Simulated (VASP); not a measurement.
# Ti (P-3m1) in VASP: further runs

Ti is run at these levels: PBE; tasks: single point.

Everything below comes from runs of VASP 6.6.1. Logs are shortened: lines on timing, memory, paths and dates and some standing lists are left out, and cuts for length are marked.

## Step 1: The cell of the first run

It takes space group P-3m1 (No. 164, trigonal). The conventional cell has a = 4.915 Å, b = 4.915 Å, c = 2.787 Å, α = 90.00°, β = 90.00°, γ = 120.00°. Within 3.7 Å of Ti (site symmetry -3m) lie 14 Ti at 2.79 to 3.19 Å. Within 3.7 Å of Ti (site symmetry 3m) lie 11 Ti at 2.79 to 3.19 Å.

## Step 2: Single point, PBE (strained and its atoms moved)

The input, INCAR:

```
SYSTEM = Ti
PREC = Accurate
ENCUT = 520
EDIFF = 1E-6
ISMEAR = 0
SIGMA = 0.1
LREAL = .FALSE.
LASPH = .TRUE.
NELM = 80
ALGO = Fast
ISIF = 2
LWAVE = .FALSE.
LCHARG = .FALSE.
GGA = PE
NBANDS = 25
```

The input, KPOINTS:

```
regular mesh
0
G
  9 9 14
  0 0 0
```

The input, POSCAR:

```
Ti
1.0
    4.9145409915      0.0000000000      0.0000000000
   -2.4572704957      4.2561173466      0.0000000000
    0.0000000000      0.0000000000      2.7867051127
Ti
3
Direct
    0.0000000000      0.0000000000      0.0000000000
    0.3333333333      0.6666666667      0.4739991716
    0.6666666667      0.3333333333      0.5260008284
```

Potentials or basis: VASP PAW PBE potentials, release 64 (Ti_sv).

Started as:

```console
$ cat potpaw_PBE.64/Ti_sv/POTCAR > POTCAR
$ mpirun -np 1 vasp_std > vasp.out
```

OUTCAR:

```text
SYSTEM = Ti
   PREC = Accurate
   ENCUT = 520
   EDIFF = 1E-6
   ISMEAR = 0
   LREAL = .FALSE.
   LASPH = .TRUE.
   NELM = 80
   ISIF = 2
   GGA = PE

 ion  position               nearest neighbor table
   1  0.000  0.000  0.000-
   2  0.333  0.667  0.474-   3 2.84   3 2.84   3 2.84
   3  0.667  0.333  0.526-   2 2.84   2 2.84   2 2.84

  LATTYP: Found a hexagonal cell.
 ALAT       =     4.9145409915
 C/A-ratio  =     0.5670326318

  Lattice vectors:

 A1 = (   4.9145409915,   0.0000000000,   0.0000000000)
 A2 = (  -2.4572704957,   4.2561173466,   0.0000000000)
 A3 = (   0.0000000000,   0.0000000000,   2.7867051127)

Analysis of symmetry for initial positions (statically):
=====================================================================
 Subroutine PRICEL returns:
 Original cell was already a primitive cell.

 Routine SETGRP: Setting up the symmetry group for a
 hexagonal supercell.

 Subroutine GETGRP returns: Found 12 space group operations
 (whereof 12 operations were pure point group operations)
 out of a pool of 24 trial point group operations.

The static configuration has the point symmetry D_3d.

Analysis of symmetry for dynamics (positions and initial velocities):
=====================================================================
 Subroutine PRICEL returns:
 Original cell was already a primitive cell.

 Routine SETGRP: Setting up the symmetry group for a
 hexagonal supercell.

 Subroutine GETGRP returns: Found 12 space group operations
 (whereof 12 operations were pure point group operations)
 out of a pool of 24 trial point group operations.

The dynamic configuration has the point symmetry D_3d.

 Subroutine INISYM returns: Found 12 space group operations
 (whereof 12 operations are pure point group operations),
 and found     1 'primitive' translations

----------------------------------------------------------------------------------------

                                     Primitive cell

  volume of cell :      58.2891

  direct lattice vectors                    reciprocal lattice vectors
     4.914540992  0.000000000  0.000000000     0.203477802  0.117477964  0.000000000
    -2.457270496  4.256117347  0.000000000     0.000000000  0.234955928  0.000000000
     0.000000000  0.000000000  2.786705113     0.000000000  0.000000000  0.358846724

  length of vectors
     4.914540992  4.914540991  2.786705113     0.234955928  0.234955928  0.358846724

  position of ions in fractional coordinates (direct lattice)
     0.000000000  0.000000000  0.000000000
     0.333333333  0.666666667  0.473999172
     0.666666667  0.333333333  0.526000828

  ion indices of the primitive-cell ions
   primitive index   ion index
                 1           1
                 2           2
                 3           3

----------------------------------------------------------------------------------------

 KPOINTS: regular mesh

Automatic generation of k-mesh.
 Grid dimensions read from file:
 generate k-points for:    9    9   14

 Generating k-lattice:

  Cartesian coordinates                     Fractional coordinates (reciprocal lattice)
     0.022608645  0.013053107  0.000000000     0.111111111  0.000000000  0.000000000
     0.000000000  0.026106214  0.000000000     0.000000000  0.111111111  0.000000000
     0.000000000  0.000000000  0.025631909     0.000000000  0.000000000  0.071428571

  Length of vectors
     0.026106214  0.026106214  0.025631909

  Shift w.r.t. Gamma in fractional coordinates (k-lattice)
     0.000000000  0.000000000  0.000000000

 Subroutine IBZKPT returns following result:
 ===========================================

 Found    138 irreducible k-points:

 Following reciprocal coordinates:
            Coordinates               Weight
  0.000000  0.000000  0.000000      1.000000
  0.111111  0.000000  0.000000      6.000000
  0.222222  0.000000  0.000000      6.000000
  0.333333  0.000000  0.000000      6.000000
  0.444444  0.000000  0.000000      6.000000
  0.111111  0.111111  0.000000      6.000000
[... 16 lines left out ...]
  0.222222  0.111111  0.071429     12.000000
 -0.111111  0.333333  0.071429     12.000000
 [... further k-points ...]
   k-points           NKPTS =    138   k-points in BZ     NKDIM =    138   number of bands    NBANDS=     25
   number of dos      NEDOS =    301   number of ions     NIONS =      3
   total plane-waves  NPLWV =  38400
   dimension x,y,z NGX =    40 NGY =   40 NGZ =   24
   dimension x,y,z NGXF=    80 NGYF=   80 NGZF=   48
   ions per type =               3
   NGX,Y,Z   is equivalent  to a cutoff of  13.53, 13.53, 14.32 a.u.
   NGXF,Y,Z  is equivalent  to a cutoff of  27.06, 27.06, 28.64 a.u.
 SYSTEM =  Ti
   PREC   = accura    normal or accurate (medium, high low for compatibility)
   ISTART =      0    job   : 0-new  1-cont  2-samecut
   ICHARG =      2    charge: 1-file 2-atom 10-const
   ISPIN  =      1    spin polarized calculation?
   LNONCOLLINEAR =      F non collinear calculations
   LSORBIT =      F    spin-orbit coupling
   LASPH  =      T    aspherical Exc in radial PAW
   ENCUT  =  520.0 eV  38.22 Ry    6.18 a.u.   9.14  9.14  5.18*2*pi/ulx,y,z
   NELM   =     80;   NELMIN=  2; NELMDL= -5     # of ELM steps
   EDIFF  = 0.1E-05   stopping-criterion for ELM
   LREAL  =      F    real-space projection
   EDIFFG = 0.1E-04   stopping-criterion for IOM
   NSW    =      0    number of steps for IOM
   IBRION =     -1    ionic relax: 0-MD 1-quasi-New 2-CG
   NFREE  =      0    steps in history (QN), initial steepest desc. (CG)
   ISIF   =      2    stress and relaxation
   ISYM   =      2    0-nonsym 1-usesym 2-fastsym
   POTIM  = 0.5000    time-step for ionic-motion
   TEBEG  =    0.0;   TEEND  =   0.0 temperature during run
   PSTRESS=    0.0 pullay stress
   NELECT =      36.0000    total number of electrons
   NUPDOWN=      -1.0000    fix difference up-down
   EMIN   =  10.00;   EMAX   =-10.00  energy-range for DOS
   EFERMI =   0.00;   METHOD = LEGACY
   ISMEAR =     0;   SIGMA  =   0.10  broadening in eV -4-tet -1-fermi 0-gaus
   EFERMI_NEDOS =   21; number of points for ismear=-14 and -15
   IALGO  =     68    algorithm
   IMIX   =      4    mixing-type and parameters
     AMIX     =   0.40;   BMIX     =  1.00
     AMIX_MAG =   1.60;   BMIX_MAG =  1.00
  volume/ion in A,a.u.               =      19.43       131.12
  Fermi-wavevector in a.u.,A,eV,Ry     =   1.394162  2.634584 26.445464  1.943687
  Thomas-Fermi vector in A             =   2.517738
   LORBIT       =      0    0 simple, 1 ext, 2 COOP (PROOUT), +10 PAW based schemes
   GGA     = PE    functional components
   LHFCALC =     F    Hartree Fock is set to
   AEXX    =    0.0000 exact exchange contribution
   IVDW    =     0    specifies the selected vdW correction
   LEPSILON=     F    determine dielectric tensor
   LRPA    =     F    only Hartree local field effects (RPA)
 non-spin polarized calculation
 RMM-DIIS sequential band-by-band and
 Gauss-broadening in eV      SIGMA  =   0.10
  energy-cutoff  :      520.00
  volume of cell :       58.29
 maximum number of plane-waves:      1587
 NGX is ok and might be reduce to    40
   NGX = 19   NGY = 19   NGZ = 11

 number of electron      35.9999999 magnetization

 Free energy of the ion-electron system (eV)
  ---------------------------------------------------
  ext. energy  EPLUGINS =         0.00000000
  ---------------------------------------------------
  free energy    TOTEN  =       -23.11837240 eV

  energy without entropy =      -23.09837476  energy(sigma->0) =      -23.10837358

 E-fermi :   6.9743     XC(G=0): -10.9772

 val. band max:        6.9741694513   @ k =   0.4444   0.1111   0.2857
 cond. band min:       6.9780794024   @ k =   0.3333   0.2222   0.2857
 fundamental gap:      0.0039099511
 Fermi energy:         6.9743328646

 k-point     1 :       0.0000    0.0000    0.0000
  band No.  band energies     occupation
      1     -49.9961      2.00000
      2     -49.7761      2.00000
      3     -49.7016      2.00000
      4     -26.2711      2.00000
      5     -26.2711      2.00000
      6     -26.1100      2.00000
[... 17 lines left out ...]
     24       9.1593      0.00000
     25       9.2052      0.00000

 k-point     2 :       0.1111    0.0000    0.0000
  band No.  band energies     occupation
      1     -49.9957      2.00000
      2     -49.7745      2.00000
      3     -49.7037      2.00000
      4     -26.2803      2.00000
      5     -26.2765      2.00000
      6     -26.1002      2.00000
[... 17 lines left out ...]
     24       8.9895      0.00000
     25       9.3760      0.00000

 k-point     3 :       0.2222    0.0000    0.0000
  band No.  band energies     occupation
      1     -49.9945      2.00000
      2     -49.7698      2.00000
      3     -49.7097      2.00000
      4     -26.3002      2.00000
      5     -26.2802      2.00000
      6     -26.0790      2.00000
[... 17 lines left out ...]
     24       8.9288      0.00000
     25       9.5856      0.00000

 k-point     4 :       0.3333    0.0000    0.0000
  band No.  band energies     occupation
      1     -49.9933      2.00000
      2     -49.7626      2.00000
      3     -49.7183      2.00000
      4     -26.3191      2.00000
      5     -26.2712      2.00000
      6     -26.0586      2.00000
[... 17 lines left out ...]
     24       8.9790      0.00000
     25       9.6962      0.00000
[... 477 lines left out ...]
 k-point    22 :       0.1111    0.1111    0.0714
  band No.  band energies     occupation
      1     -49.9916      2.00000
      2     -49.7682      2.00000
      3     -49.7047      2.00000
      4     -26.2854      2.00000
      5     -26.2804      2.00000
      6     -26.0868      2.00000
[... 17 lines left out ...]
     24       8.8272      0.00000
     25       9.5235      0.00000

 k-point    23 :       0.2222    0.1111    0.0714
  band No.  band energies     occupation
      1     -49.9905      2.00000
      2     -49.7621      2.00000
      3     -49.7121      2.00000
      4     -26.3001      2.00000
      5     -26.2791      2.00000
      6     -26.0780      2.00000
[... 17 lines left out ...]
     24       8.8201      0.00000
     25       9.7520      0.00000

 k-point    24 :      -0.1111    0.3333    0.0714
  band No.  band energies     occupation
      1     -49.9905      2.00000
      2     -49.7620      2.00000
      3     -49.7121      2.00000
      4     -26.2989      2.00000
      5     -26.2793      2.00000
      6     -26.0791      2.00000
[... 17 lines left out ...]
     24       8.8189      0.00000
     25       9.7240      0.00000

 [... further k-points ...]

------------------------ aborting loop because EDIFF is reached ----------------------------------------

  FORCE on cell =-STRESS in cart. coord.  units (eV):
  Direction    XX          YY          ZZ          XY          YZ          ZX
  --------------------------------------------------------------------------------------
  -------------------------------------------------------------------------------------
  Total       -5.3337753     -5.3337753     -1.1205825     -0.0000000      0.0000000     -0.0000000
  in kB     -146.6080190   -146.6080190    -30.8011454     -0.0000000      0.0000000     -0.0000000
  external PRESSURE =    -108.0057278 kB  Pullay stress =       0.0000000 kB

 VOLUME and BASIS-vectors are now :
 -----------------------------------------------------------------------------
  energy-cutoff  :      520.00
  volume of cell :       58.29
      direct lattice vectors                 reciprocal lattice vectors
     4.914540992  0.000000000  0.000000000     0.203477802  0.117477964  0.000000000
    -2.457270496  4.256117347  0.000000000     0.000000000  0.234955928  0.000000000
     0.000000000  0.000000000  2.786705113     0.000000000  0.000000000  0.358846724

 POSITION                                       TOTAL-FORCE (eV/Angst)
 -----------------------------------------------------------------------------------
      0.00000      0.00000      0.00000         0.000000      0.000000      0.000000
     -0.00000      2.83741      1.32090        -0.000000      0.000000      0.211634
      2.45727      1.41871      1.46581        -0.000000      0.000000     -0.211634
 -----------------------------------------------------------------------------------
    total drift:                               -0.000000      0.000000     -0.000000

  FREE ENERGIE OF THE ION-ELECTRON SYSTEM (eV)
  ---------------------------------------------------
  free  energy   TOTEN  =       -23.1183724029 eV

  energy  without entropy=      -23.0983747617  energy(sigma->0) =      -23.10837358
```

Wall time 5 min (1 thread of Intel Xeon 6975P-C (Granite Rapids), shared host); peak memory 0.29 GiB.

What came out:

| Property | Result |
| --- | --- |
| Free energy | -23.1184 eV |
| Pressure | -10.8 GPa |
| Largest force | 0.212 eV/Å |
| Band gap on the k mesh | zero (bands 18 and 19 overlap by 0.43 eV) |

Forces in eV/Å, atoms in the order of the input:
```
Ti   0.000  0.000  0.000
Ti   0.000  0.000  0.212
Ti   0.000  0.000 -0.212
```

Caveat: the cell differs from its parent crystal (strained and its atoms moved); the stress differs along the axes, from -15 to -3 GPa.

## Step 3: Single point, PBE

The input, INCAR:

```
PREC = Accurate
ENCUT = 520
EDIFF = 1E-6
ISMEAR = 0
SIGMA = 0.1
LREAL = F
LASPH = T
NELM = 60
ALGO = Fast
ISIF = 2
LWAVE = F
LCHARG = F
GGA = PE
NBANDS = 25
```

The input, KPOINTS:

```
regular mesh
0
Gamma
  9 9 14
```

The input, POSCAR:

```
Ti
1.0
    4.9145409915      0.0000000000      0.0000000000
   -2.4572704957      4.2561173466      0.0000000000
    0.0000000000      0.0000000000      2.7867051127
Ti
3
Direct
    0.0000000000      0.0000000000      0.0000000000
    0.3333333333      0.6666666667      0.4993927251
    0.6666666667      0.3333333333      0.5006072749
```

Potentials or basis: VASP PAW PBE potentials, release 64 (Ti_sv).

Started as:

```console
$ cat potpaw_PBE.64/Ti_sv/POTCAR > POTCAR
$ mpirun -np 1 vasp_std > vasp.out
```

OUTCAR:

```text
PREC = Accurate
   ENCUT = 520
   EDIFF = 1E-6
   ISMEAR = 0
   LREAL = F
   LASPH = T
   NELM = 60
   ISIF = 2
   GGA = PE

 ion  position               nearest neighbor table
   1  0.000  0.000  0.000-
   2  0.333  0.667  0.499-   3 2.84   3 2.84   3 2.84
   3  0.667  0.333  0.501-   2 2.84   2 2.84   2 2.84

  LATTYP: Found a hexagonal cell.
 ALAT       =     4.9145409915
[... 866 lines left out ...]

------------------------ aborting loop because EDIFF is reached ----------------------------------------

  FORCE on cell =-STRESS in cart. coord.  units (eV):
  Direction    XX          YY          ZZ          XY          YZ          ZX
  --------------------------------------------------------------------------------------
  -------------------------------------------------------------------------------------
  Total       -5.3757493     -5.3757493     -1.0216007     -0.0000000      0.0000000      0.0000000
  in kB     -147.7617473   -147.7617473    -28.0804576     -0.0000000      0.0000000      0.0000000
  external PRESSURE =    -107.8679840 kB  Pullay stress =       0.0000000 kB

 VOLUME and BASIS-vectors are now :
 -----------------------------------------------------------------------------
  energy-cutoff  :      520.00
  volume of cell :       58.29
      direct lattice vectors                 reciprocal lattice vectors
     4.914540992  0.000000000  0.000000000     0.203477802  0.117477964  0.000000000
    -2.457270496  4.256117347  0.000000000     0.000000000  0.234955928  0.000000000
     0.000000000  0.000000000  2.786705113     0.000000000  0.000000000  0.358846724

 POSITION                                       TOTAL-FORCE (eV/Angst)
 -----------------------------------------------------------------------------------
      0.00000      0.00000      0.00000        -0.000000      0.000000     -0.000000
     -0.00000      2.83741      1.39166         0.000000      0.000000      0.005052
      2.45727      1.41871      1.39504         0.000000     -0.000000     -0.005052
 -----------------------------------------------------------------------------------
    total drift:                               -0.000000      0.000000     -0.000000

  FREE ENERGIE OF THE ION-ELECTRON SYSTEM (eV)
  ---------------------------------------------------
  free  energy   TOTEN  =       -23.1339463624 eV

  energy  without entropy=      -23.1152643440  energy(sigma->0) =      -23.12460535
```

stdout:

```text
POSCAR found type information on POSCAR Ti
 POSCAR found :  1 types and       3 ions
 scaLAPACK will be used
 LDA part: xc-table for (Slater+PW92), standard interpolation
 POSCAR, INCAR and KPOINTS ok, starting setup
 FFT: planning ... GRIDC
 FFT: planning ... GRID_SOFT
 FFT: planning ... GRID
 WAVECAR not read
 entering main loop
WARNING in EDDRMM: call to ZHEGV failed, returncode =   6  3     14
WARNING in EDDRMM: call to ZHEGV failed, returncode =   8  4      9
WARNING in EDDRMM: call to ZHEGV failed, returncode =   6  3      8
WARNING in EDDRMM: call to ZHEGV failed, returncode =   6  3     16
WARNING in EDDRMM: call to ZHEGV failed, returncode =   8  4     19
WARNING in EDDRMM: call to ZHEGV failed, returncode =   8  4      8
WARNING in EDDRMM: call to ZHEGV failed, returncode =   8  4     23
WARNING in EDDRMM: call to ZHEGV failed, returncode =   8  4      6
WARNING in EDDRMM: call to ZHEGV failed, returncode =   8  4      5
WARNING in EDDRMM: call to ZHEGV failed, returncode =   6  3     11
WARNING in EDDRMM: call to ZHEGV failed, returncode =   8  4     11
WARNING in EDDRMM: call to ZHEGV failed, returncode =   6  3     22
WARNING in EDDRMM: call to ZHEGV failed, returncode =   8  4     11
WARNING in EDDRMM: call to ZHEGV failed, returncode =   8  4      7
WARNING in EDDRMM: call to ZHEGV failed, returncode =   6  3     21
WARNING in EDDRMM: call to ZHEGV failed, returncode =   8  4     13
```

Run time: 4.9 min. Hardware: 1 thread of Intel Xeon 6975P-C (Granite Rapids), shared host; peak memory 0.29 GiB.

What came out:

```
Free energy            : -23.1339 eV
Pressure               : -10.8 GPa
Largest force          : 0.005 eV/Å
Band gap on the k mesh : zero (bands 18 and 19 overlap by 0.41 eV)
```

Forces on the atoms (eV/Å):
```
Ti   0.000  0.000  0.000
Ti   0.000  0.000  0.005
Ti   0.000  0.000 -0.005
```

Levels at points of the mesh, in eV from the Fermi level:
```tsv
k point	band 16	band 17	band 18	band 19	band 20	band 21
(0.00, 0.00, 0.00)	-0.67	-0.58	-0.58	-0.40	0.26	1.16
(0.00, 0.00, 0.50)	-1.21	-1.21	-1.17	0.78	0.78	1.29
```

Caveat: the stress differs along the axes, from -15 to -3 GPa.
